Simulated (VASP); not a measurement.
Set up this calculation in VASP 6.6.1, as the native input.

```yaml
Task: relaxation of cell and atoms
Functional: PBE
Potentials_or_basis: VASP PAW PBE potentials, release 64 (Ca_sv)
Cutoff: 600 eV
k_mesh: 14 × 14 × 14
Occupations: gaussian, width 0.1 eV
Spin: no spin polarisation
Dipole_correction: no
Further_INCAR_settings: ALGO = Fast; EDIFF = 1e-06; IBRION = 2; EDIFFG = -0.005; NSW = 100; ISIF = 3
```

The structure of Ca lies in POSCAR:

```
Ca
1.0
    0.0000000000      2.7942000000      2.7942000000
    2.7942000000      0.0000000000      2.7942000000
    2.7942000000      2.7942000000      0.0000000000
Ca
1
Direct
    0.0000000000      0.0000000000      0.0000000000
```

These files were run (other wordings do the same):

INCAR

```
ALGO     = Fast           # electronic algorithm
EDIFF    = 1E-6           # SCF threshold, eV
EDIFFG   = -0.005         # ionic threshold
ENCUT    = 600            # plane-wave cutoff, eV
GGA      = PE             # functional
IBRION   = 2              # ionic algorithm
ISIF     = 3              # what is computed and relaxed
ISMEAR   = 0              # smearing method
LASPH    = T              # aspherical terms in the spheres
LCHARG   = F              # write CHGCAR
LREAL    = F              # projectors in reciprocal space
LWAVE    = F              # write WAVECAR
NELM     = 80             # most SCF steps
NSW      = 100            # ionic steps
PREC     = Accurate       # precision mode
SIGMA    = 0.1            # smearing width, eV
```

KPOINTS

```
k-points
0
Gamma
  14 14 14
```

Potentials or basis: VASP PAW PBE potentials, release 64 (Ca_sv).

Run with:

```console
$ cat potpaw_PBE.64/Ca_sv/POTCAR > POTCAR
$ mpirun -np 1 vasp_std > vasp.out
```

It gave:

The relaxed volume is 42.30 Å³/atom and the relaxed cell is a = 3.911 Å, b = 3.911 Å, c = 3.911 Å, α = 60.00°, β = 60.00°, γ = 60.00°. The space group after relaxing (to 0.05 Å) is Fm-3m (No. 225), the energy gained by relaxing is 2.3 meV/atom and the ionic steps are 7. The pressure after relaxing is 0.0 GPa. The band gap on the k mesh is zero (band 5 reaches 2.10 eV, above the bottom of band 6 at 1.79 eV).

Run time: 77 s on 1 thread of Intel(R) Xeon(R) 6975P-C (Granite Rapids), on a shared host, peak memory 0.22 GiB.
